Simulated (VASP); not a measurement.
Set up this calculation in VASP 6.6.1, as the native input.

* Task: single point
* Functional: PBE
* Potentials or basis: VASP PAW PBE potentials, release 64 (Be)
* Cutoff: 520 eV
* k mesh: 9 × 9 × 9
* Occupations: gaussian, width 0.1 eV
* Spin: no spin polarisation
* Dipole correction: no
* Further INCAR settings: ALGO = Normal; EDIFF = 1e-06; NBANDS = 15

The structure of Be lies in POSCAR:

```
Be
1.0
    4.6189413220      2.6667470156      0.7101416606
   -4.6189413220      2.6667470156      0.7101416606
    0.0000000000     -5.3334940312      0.7101416606
Be
6
Direct
    0.4011666030      0.2583868792      0.9806417725
    0.9806417725      0.4011666030      0.2583868792
    0.2583868792      0.9806417725      0.4011666030
    0.5988333970      0.7416131208      0.0193582275
    0.0193582275      0.5988333970      0.7416131208
    0.7416131208      0.0193582275      0.5988333970
```

These files were run (other wordings do the same):

INCAR

```
ALGO = Normal ; EDIFF = 1E-6
ENCUT = 520 ; GGA = PE
ISIF = 2 ; ISMEAR = 0
LASPH = T ; LCHARG = T
LELF = T ; LREAL = F
LVHAR = T ; LWAVE = F
NBANDS = 15 ; NELM = 100
PREC = Accurate ; SIGMA = 0.1
```

KPOINTS

```
k-points
0
Gamma
  9 9 9
```

Potentials or basis: VASP PAW PBE potentials, release 64 (Be).

Run with:

```bash
$ cat potpaw_PBE.64/Be/POTCAR > POTCAR
$ mpirun -np 1 vasp_std > vasp.out
```

Results of the run:

```json
{
 "Pressure": "0.1 GPa",
 "Largest force": "0.014 eV/Å",
 "Band gap on the k mesh": "zero (bands 6 and 7 overlap by 4.62 eV)"
}
```

Wall time 2.1 min on 1 thread of Intel(R) Xeon(R) Platinum 8259CL CPU @ 2.50GHz (Skylake/Cascade Lake) (shared host), peak memory 0.26 GiB.
